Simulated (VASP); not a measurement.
# Hf2SnS2 (I4/mmm) in VASP: single point with PBE

Aim: the single point of Hf2SnS2 with PBE.

Program: VASP 6.6.1. These are calculated values, not measurements. Logs are shortened: lines on timing, memory, paths and dates and some standing lists are left out, and cuts for length are marked.

## (1) The cell of the first run

It takes space group I4/mmm (No. 139, tetragonal). The conventional cell has a = 3.704 Å, b = 3.704 Å, c = 14.494 Å, α = 90.00°, β = 90.00°, γ = 90.00°. Hf (site symmetry -4m2) has 4 S at 2.29 Å and 4 Hf at 2.62 Å within 3.0 Å. Sn (site symmetry 4/mmm) has 8 S at 3.47 Å and 4 Sn at 3.70 Å and 8 Hf at 4.07 Å within 4.6 Å. Within 3.0 Å of S (site symmetry 4mm) lie 4 Hf at 2.29 Å.

The cell was built from a structure type or drawn by symmetry, and may not be a known phase.

## (2) Single point, PBE

The input, INCAR:

```
SYSTEM = Hf2SnS2
PREC     = Accurate       ! precision mode
ENCUT    = 520            ! plane-wave cutoff, eV
EDIFF    = 1E-7           ! SCF threshold, eV
ISMEAR   = 0              ! smearing method
SIGMA    = 0.1            ! smearing width, eV
LREAL    = .False.        ! projectors in reciprocal space
LASPH    = .True.         ! aspherical terms in the spheres
NELM     = 60             ! most SCF steps
ALGO     = Normal         ! electronic algorithm
ISIF     = 2              ! what is computed and relaxed
LWAVE    = .False.        ! write WAVECAR
LCHARG   = .False.        ! write CHGCAR
GGA      = PE             ! functional
NBANDS   = 31             ! bands
```

The input, KPOINTS:

```
regular mesh
0
Gamma
  6 6 6
  0 0 0
```

The input, POSCAR:

```
Hf2SnS2
1.0
   -1.8519092500      1.8519092500      7.2468110100
    1.8519092500     -1.8519092500      7.2468110100
    1.8519092500      1.8519092500     -7.2468110100
Hf Sn S
2 1 2
Direct
    0.7500000000      0.2500000000      0.5000000000
    0.2500000000      0.7500000000      0.5000000000
    0.0000000000      0.0000000000      0.0000000000
    0.3434561500      0.3434561500      0.0000000000
    0.6565438500      0.6565438500      0.0000000000
```

Potentials or basis: VASP PAW PBE potentials, release 64 (Hf_pv, Sn_d, S).

Started as:

```console
$ cat potpaw_PBE.64/Hf_pv/POTCAR potpaw_PBE.64/Sn_d/POTCAR potpaw_PBE.64/S/POTCAR > POTCAR
$ mpirun -np 1 vasp_std > vasp.out
```

OUTCAR:

```text
SYSTEM = Hf2SnS2
   PREC = Accurate
   ENCUT = 520
   EDIFF = 1E-7
   ISMEAR = 0
   LREAL = .False.
   LASPH = .True.
   NELM = 60
   ISIF = 2
   GGA = PE

 ion  position               nearest neighbor table
   1  0.750  0.250  0.500-   5 2.29   4 2.29   4 2.29   5 2.29   2 2.62   2 2.62   2 2.62   2 2.62

   2  0.250  0.750  0.500-   5 2.29   4 2.29   4 2.29   5 2.29   1 2.62   1 2.62   1 2.62   1 2.62

   3  0.000  0.000  0.000-
   4  0.343  0.343  0.000-   1 2.29   2 2.29   2 2.29   1 2.29
   5  0.657  0.657  0.000-   1 2.29   2 2.29   2 2.29   1 2.29

  LATTYP: Found a body centered tetragonal cell.
 ALAT       =     3.7038185000
 C/A-ratio  =     3.9131566571

  Lattice vectors:

 A1 = (  -1.8519092500,   1.8519092500,   7.2468110100)
 A2 = (   1.8519092500,  -1.8519092500,   7.2468110100)
 A3 = (   1.8519092500,   1.8519092500,  -7.2468110100)

Analysis of symmetry for initial positions (statically):
=====================================================================
 Subroutine PRICEL returns:
 Original cell was already a primitive cell.

 Routine SETGRP: Setting up the symmetry group for a
 body centered tetragonal supercell.

 Subroutine GETGRP returns: Found 16 space group operations
 (whereof 16 operations were pure point group operations)
 out of a pool of 16 trial point group operations.

The static configuration has the point symmetry D_4h.

Analysis of symmetry for dynamics (positions and initial velocities):
=====================================================================
 Subroutine PRICEL returns:
 Original cell was already a primitive cell.

 Routine SETGRP: Setting up the symmetry group for a
 body centered tetragonal supercell.

 Subroutine GETGRP returns: Found 16 space group operations
 (whereof 16 operations were pure point group operations)
 out of a pool of 16 trial point group operations.

The dynamic configuration has the point symmetry D_4h.

 Subroutine INISYM returns: Found 16 space group operations
 (whereof 16 operations are pure point group operations),
 and found     1 'primitive' translations

----------------------------------------------------------------------------------------

                                     Primitive cell

  volume of cell :      99.4137

  direct lattice vectors                    reciprocal lattice vectors
    -1.851909250  1.851909250  7.246811010     0.000000000  0.269991632  0.068995866
     1.851909250 -1.851909250  7.246811010     0.269991632  0.000000000  0.068995866
     1.851909250  1.851909250 -7.246811010     0.269991632  0.269991632  0.000000000

  length of vectors
     7.705543820  7.705543820  7.705543820     0.278668101  0.278668101  0.381825827

  position of ions in fractional coordinates (direct lattice)
     0.750000000  0.250000000  0.500000000
     0.250000000  0.750000000  0.500000000
     0.000000000  0.000000000  0.000000000
     0.343456150  0.343456150  0.000000000
     0.656543850  0.656543850  0.000000000

  ion indices of the primitive-cell ions
   primitive index   ion index
                 1           1
                 2           2
                 3           3
                 4           4
                 5           5

----------------------------------------------------------------------------------------

 KPOINTS: regular mesh

Automatic generation of k-mesh.
 Grid dimensions read from file:
 generate k-points for:    6    6    6

 Generating k-lattice:

  Cartesian coordinates                     Fractional coordinates (reciprocal lattice)
     0.000000000  0.044998605  0.011499311     0.166666667  0.000000000 -0.000000000
     0.044998605  0.000000000  0.011499311     0.000000000  0.166666667 -0.000000000
     0.044998605  0.044998605  0.000000000     0.000000000  0.000000000  0.166666667

  Length of vectors
     0.046444684  0.046444684  0.063637638

  Shift w.r.t. Gamma in fractional coordinates (k-lattice)
     0.000000000  0.000000000  0.000000000

 Subroutine IBZKPT returns following result:
 ===========================================

 Found     30 irreducible k-points:

 Following reciprocal coordinates:
            Coordinates               Weight
  0.000000  0.000000  0.000000      1.000000
  0.166667  0.000000  0.000000      8.000000
  0.333333  0.000000  0.000000      8.000000
  0.500000  0.000000 -0.000000      4.000000
  0.166667  0.166667 -0.000000      8.000000
  0.333333  0.166667 -0.000000     16.000000
[... 16 lines left out ...]
 -0.333333 -0.333333  0.166667      8.000000
 -0.166667 -0.333333  0.166667      8.000000
 [... further k-points ...]
   k-points           NKPTS =     30   k-points in BZ     NKDIM =     30   number of bands    NBANDS=     31
   number of dos      NEDOS =    301   number of ions     NIONS =      5
   total plane-waves  NPLWV = 216000
   dimension x,y,z NGX =    60 NGY =   60 NGZ =   60
   dimension x,y,z NGXF=   120 NGYF=  120 NGZF=  120
   ions per type =               2   1   2
   NGX,Y,Z   is equivalent  to a cutoff of  12.94, 12.94, 12.94 a.u.
   NGXF,Y,Z  is equivalent  to a cutoff of  25.89, 25.89, 25.89 a.u.
 SYSTEM =  Hf2SnS2
   PREC   = accura    normal or accurate (medium, high low for compatibility)
   ISTART =      0    job   : 0-new  1-cont  2-samecut
   ICHARG =      2    charge: 1-file 2-atom 10-const
   ISPIN  =      1    spin polarized calculation?
   LNONCOLLINEAR =      F non collinear calculations
   LSORBIT =      F    spin-orbit coupling
   LASPH  =      T    aspherical Exc in radial PAW
   ENCUT  =  520.0 eV  38.22 Ry    6.18 a.u.  14.33 14.33 14.33*2*pi/ulx,y,z
   NELM   =     60;   NELMIN=  2; NELMDL= -5     # of ELM steps
   EDIFF  = 0.1E-06   stopping-criterion for ELM
   LREAL  =      F    real-space projection
   EDIFFG = 0.1E-05   stopping-criterion for IOM
   NSW    =      0    number of steps for IOM
   IBRION =     -1    ionic relax: 0-MD 1-quasi-New 2-CG
   NFREE  =      0    steps in history (QN), initial steepest desc. (CG)
   ISIF   =      2    stress and relaxation
   ISYM   =      2    0-nonsym 1-usesym 2-fastsym
   POTIM  = 0.5000    time-step for ionic-motion
   TEBEG  =    0.0;   TEEND  =   0.0 temperature during run
   PSTRESS=    0.0 pullay stress
   NELECT =      46.0000    total number of electrons
   NUPDOWN=      -1.0000    fix difference up-down
   EMIN   =  10.00;   EMAX   =-10.00  energy-range for DOS
   EFERMI =   0.00;   METHOD = LEGACY
   ISMEAR =     0;   SIGMA  =   0.10  broadening in eV -4-tet -1-fermi 0-gaus
   EFERMI_NEDOS =   21; number of points for ismear=-14 and -15
   IALGO  =     38    algorithm
   IMIX   =      4    mixing-type and parameters
     AMIX     =   0.40;   BMIX     =  1.00
     AMIX_MAG =   1.60;   BMIX_MAG =  1.00
  volume/ion in A,a.u.               =      19.88       134.18
  Fermi-wavevector in a.u.,A,eV,Ry     =   1.266228  2.392824 21.814683  1.603334
  Thomas-Fermi vector in A             =   2.399440
   LORBIT       =      0    0 simple, 1 ext, 2 COOP (PROOUT), +10 PAW based schemes
   GGA     = PE    functional components
   LHFCALC =     F    Hartree Fock is set to
   AEXX    =    0.0000 exact exchange contribution
   IVDW    =     0    specifies the selected vdW correction
   LEPSILON=     F    determine dielectric tensor
   LRPA    =     F    only Hartree local field effects (RPA)
 non-spin polarized calculation
 Gauss-broadening in eV      SIGMA  =   0.10
  energy-cutoff  :      520.00
  volume of cell :       99.41
 maximum number of plane-waves:      2698
 NGX is ok and might be reduce to    60
   NGX = 29   NGY = 29   NGZ = 29

 number of electron      46.0000003 magnetization

 Free energy of the ion-electron system (eV)
  ---------------------------------------------------
  ext. energy  EPLUGINS =         0.00000000
  ---------------------------------------------------
  free energy    TOTEN  =       -29.83998790 eV

  energy without entropy =      -29.83045439  energy(sigma->0) =      -29.83522115

 E-fermi :   7.0390     XC(G=0): -10.7373

 val. band max:        7.0371880419   @ k =   0.3333   0.3333   0.1667
 cond. band min:       7.0398181483   @ k =   0.1667   0.0000   0.0000
 fundamental gap:      0.0026301063
 Fermi energy:         7.0390235751

 k-point     1 :       0.0000    0.0000    0.0000
  band No.  band energies     occupation
      1     -24.2259      2.00000
      2     -24.2259      2.00000
      3     -23.7182      2.00000
      4     -22.9046      2.00000
      5     -22.1949      2.00000
      6     -22.1949      2.00000
[... 23 lines left out ...]
     30      12.1204      0.00000
     31      12.1204      0.00000

 k-point     2 :       0.1667    0.0000    0.0000
  band No.  band energies     occupation
      1     -24.1518      2.00000
      2     -24.1067      2.00000
      3     -23.6535      2.00000
      4     -22.9556      2.00000
      5     -22.4044      2.00000
      6     -22.3516      2.00000
[... 23 lines left out ...]
     30      11.7555      0.00000
     31      12.6987      0.00000

 k-point     3 :       0.3333    0.0000    0.0000
  band No.  band energies     occupation
      1     -23.9112      2.00000
      2     -23.7706      2.00000
      3     -23.4844      2.00000
      4     -23.1105      2.00000
      5     -22.8929      2.00000
      6     -22.7617      2.00000
[... 23 lines left out ...]
     30      11.2967      0.00000
     31      11.9367      0.00000

 k-point     4 :       0.5000    0.0000   -0.0000
  band No.  band energies     occupation
      1     -23.4959      2.00000
      2     -23.4959      2.00000
      3     -23.2844      2.00000
      4     -23.2844      2.00000
      5     -23.2598      2.00000
      6     -23.2598      2.00000
[... 635 lines left out ...]
     30      11.1237      0.00000
     31      11.9840      0.00000

 k-point    23 :      -0.3333   -0.3333    0.1667
  band No.  band energies     occupation
      1     -24.3671      2.00000
      2     -23.7092      2.00000
      3     -23.6010      2.00000
      4     -22.9967      2.00000
      5     -22.9223      2.00000
      6     -22.1281      2.00000
[... 23 lines left out ...]
     30      11.8883      0.00000
     31      12.0706      0.00000

 k-point    24 :      -0.1667   -0.3333    0.1667
  band No.  band energies     occupation
      1     -24.1518      2.00000
      2     -24.1067      2.00000
      3     -23.6535      2.00000
      4     -22.9556      2.00000
      5     -22.4044      2.00000
      6     -22.3516      2.00000
[... 23 lines left out ...]
     30      11.9353      0.00000
     31      12.6173      0.00000

 [... further k-points ...]

------------------------ aborting loop because EDIFF is reached ----------------------------------------

  FORCE on cell =-STRESS in cart. coord.  units (eV):
  Direction    XX          YY          ZZ          XY          YZ          ZX
  --------------------------------------------------------------------------------------
  -------------------------------------------------------------------------------------
  Total       31.2749502     31.2749502     16.3579924      0.0000000     -0.0000000      0.0000000
  in kB      504.0352163    504.0352163    263.6296515      0.0000000     -0.0000000      0.0000000
  external PRESSURE =     423.9000280 kB  Pullay stress =       0.0000000 kB

 VOLUME and BASIS-vectors are now :
 -----------------------------------------------------------------------------
  energy-cutoff  :      520.00
  volume of cell :       99.41
      direct lattice vectors                 reciprocal lattice vectors
    -1.851909250  1.851909250  7.246811010     0.000000000  0.269991632  0.068995866
     1.851909250 -1.851909250  7.246811010     0.269991632  0.000000000  0.068995866
     1.851909250  1.851909250 -7.246811010     0.269991632  0.269991632  0.000000000

 POSITION                                       TOTAL-FORCE (eV/Angst)
 -----------------------------------------------------------------------------------
      0.00000      1.85191      3.62341        -0.000000     -0.000000     -0.000000
      1.85191      0.00000      3.62341        -0.000000     -0.000000     -0.000000
      0.00000      0.00000      0.00000        -0.000000     -0.000000     -0.000000
      0.00000      0.00000      4.97792         0.000000      0.000000      6.285467
      0.00000      0.00000      9.51570        -0.000000     -0.000000     -6.285467
 -----------------------------------------------------------------------------------
    total drift:                               -0.000000      0.000000      0.000000

  FREE ENERGIE OF THE ION-ELECTRON SYSTEM (eV)
  ---------------------------------------------------
  free  energy   TOTEN  =       -29.8399879035 eV

  energy  without entropy=      -29.8304543946  energy(sigma->0) =      -29.83522115
```

Run time: 8.9 min. Hardware: 1 thread of Intel Xeon 8259CL, shared host; peak memory 0.52 GiB.

What came out:

```
Free energy            : -29.8400 eV
Pressure               : 42.4 GPa
Largest force          : 6.285 eV/Å
Band gap on the k mesh : zero (bands 23 and 24 overlap by 1.72 eV)
```

Forces in eV/Å, atoms in the order of the input:
```
Hf   0.000  0.000  0.000
Hf   0.000  0.000  0.000
Sn   0.000  0.000  0.000
S    0.000  0.000  6.285
S    0.000  0.000 -6.285
```

Stress tensor (GPa, compression positive):
```
50.40  0.00  0.00
 0.00 50.40  0.00
 0.00  0.00 26.36
```

Caveat: the cell stands under pressure; spin-orbit coupling is left out, which moves the levels of the heavy elements; forces of over 1 eV/Å act on the atoms, so gaps and moduli don't describe the material at rest.
